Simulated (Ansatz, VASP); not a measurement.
C in VASP and in Ansatz

INCAR

```
PREC     = Accurate       # precision mode
ENCUT    = 520            # plane-wave cutoff, eV
EDIFF    = 1E-6           # SCF threshold, eV
ISMEAR   = 0              # smearing method
SIGMA    = 0.05           # smearing width, eV
LREAL    = F              # projectors in reciprocal space
LASPH    = T              # aspherical terms in the spheres
NELM     = 60             # most SCF steps
ALGO     = Normal         # electronic algorithm
ISIF     = 2              # what is computed and relaxed
LWAVE    = F              # write WAVECAR
LCHARG   = T              # write CHGCAR
GGA      = CA             # functional
LELF     = T              # ELF
LVHAR    = T            
NBANDS   = 11             # bands
```

KPOINTS

```
regular mesh
0
Gamma
  14 14 14
```

POSCAR

```
C
1.0
    0.0000000000      2.1270000000      3.3480000000
    1.2280000000      0.0000000000      3.3480000000
    1.2280000000      2.1270000000      0.0000000000
C
2
Direct
    0.0853606411      0.8250336241      0.3477123322
    0.8333300000      0.1666700000      0.8333300000
```

Input for Ansatz:

```yaml
crystal:
  lattice:
    - [0.0, 2.127, 3.348]
    - [1.228, 0.0, 3.348]
    - [1.228, 2.127, 0.0]
  atoms:
    - { symbol: C, position: [0.0853606411, 0.8250336241, 0.3477123322] }
    - { symbol: C, position: [0.83333, 0.16667, 0.83333] }
basis:
  ecutwfc: 420
kpoints:
  mp_grid: { grid: [14, 14, 14] }
hamiltonian:
  xc: lda
scf:
  occupations: { method: gaussian, width: 0.05 }
output:
  forces: true
  stress: true
  eigenvalues: true
```

Alike in both runs: task single point; functional LDA; k mesh 14 × 14 × 14; occupations gaussian, width 0.05 eV; no spin polarisation.

```csv
,VASP,Ansatz
version,VASP 6.6.1,Ansatz 0.2.0
potentials or method,"VASP PAW LDA potentials, release 64 (C), cutoff 520 eV","scalar-relativistic, plane waves, PAW"
valence electrons in the cell,8,8
```

```csv
,VASP,Ansatz,Ansatz less VASP
gap on the k mesh at the Fermi level (eV),none,none,-
rms of the force components (eV/Å),10.859,10.785,-0.0738
```

LDA's correlation is that of Perdew and Zunger in VASP and of Perdew and Wang (1992) in Ansatz. Atom by atom the forces differ by 0.082 eV/Å (rms over components). A gap of «none» marks a metal or a gap that the smearing closes.
